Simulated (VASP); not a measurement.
## BP: dielectric tensor with PBE

The system is BP.

```
B P
1.0
     0.00000    2.26832    2.26832
     2.26832    0.00000    2.26832
     2.26832    2.26832    0.00000
B P
1 1
Cartesian
  0.0000 0.0000 0.0000
  1.1342 1.1342 1.1342
```

- Program: VASP 6.6.1
- Task: dielectric tensor
- Functional: PBE
- Potentials or basis: VASP PAW PBE potentials, release 64 (B, P)
- Cutoff: 520 eV
- k mesh: 8 × 8 × 8
- Occupations: gaussian, width 0.01 eV
- Spin: no spin polarisation
- Dipole correction: no
- Further INCAR settings: ALGO = Normal; EDIFF = 1e-08

| Item | Value |
| --- | --- |
| Band gap on the k mesh | 1.27 eV, indirect (least direct gap 3.40 eV) |
| Electronic dielectric tensor (diagonal) | 9.50 |
| Born charges (mean of the diagonal) | B -0.50; P +0.50 e |

Levels at points of the mesh, in eV from the valence-band top:
```
           k point  band 2  band 3  band 4  band 5  band 6  band 7
(0.00, 0.00, 0.00)    0.00    0.00    0.00    3.40    3.40    3.40
(0.50, 0.00, 0.00)   -9.04   -1.76   -1.76    3.79    4.71    4.71
(0.50, 0.50, 0.00)   -8.59   -4.12   -4.12    1.33    1.66   12.13
```

Electronic dielectric tensor:
```
9.50 0.00 0.00
0.00 9.50 0.00
0.00 0.00 9.50
```

Born effective charge tensors (e):
atom 1, B
```
-0.50  0.00  0.00
 0.00 -0.50  0.00
 0.00  0.00 -0.50
```
atom 2, P
```
0.50 0.00 0.00
0.00 0.50 0.00
0.00 0.00 0.50
```

It took 34 s on 1 thread of Intel Xeon 6975P-C, on a shared host, peak memory 0.17 GiB.

A k mesh can miss the band edges. A hybrid or GW would open this gap; PBE tends to underestimate it.
